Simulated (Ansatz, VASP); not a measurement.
## One calculation of TaC2, two programs

```xyz
6
Lattice="1.5899 -1.5894 -2.9512 1.5869 -1.5897 2.9499 -3.1725 -3.1749 0.0017" Properties=species:S:1:pos:R:3 pbc="T T T"
Ta   -1.5827   -4.7642   -2.9495
Ta    0.0021   -3.1770    0.0002
C     0.0009   -3.1772    2.2601
C    -1.5840   -4.7644   -0.6896
C     0.0034   -3.1768   -2.2598
C    -1.5844   -4.7644    0.6917
```

Change from the starting cell: cell x2, atoms moved at random (sigma 0.05 Å) and cell strained at random (1.5 %), then relaxed without symmetry.

Alike in both runs: functional PBE; k mesh 6 × 6 × 6; occupations gaussian, width 0.2 eV; no spin polarisation.

Ansatz relaxed the structure, and its values are those at the end. VASP's run is a single point on that final structure, the one shown.

|  | VASP | Ansatz |
| --- | --- | --- |
| version | VASP 6.6.1 | Ansatz 0.2.0 |
| potentials or method | VASP PAW PBE potentials, release 64 (Ta_sv_GW, C), cutoff 600 eV | scalar-relativistic, plane waves, PAW |
| valence electrons in the cell | 42 | 42 |

Ansatz gave:

| Property | Result |
| --- | --- |
| gap on the k mesh at the Fermi level (eV) | none |
| pressure (GPa) | 0.1 |
| rms of the force components (eV/Å) | 0.001 |

Task: Estimate VASP's values.

Result: gap on the k mesh at the Fermi level (eV): none; pressure (GPa): 0.2; rms of the force components (eV/Å): 0.041.

A gap of «none» marks a metal or a gap that the smearing closes. The functional is the same, so the differences come from potentials, cutoffs and numerics.

Neither program's run includes spin-orbit coupling.
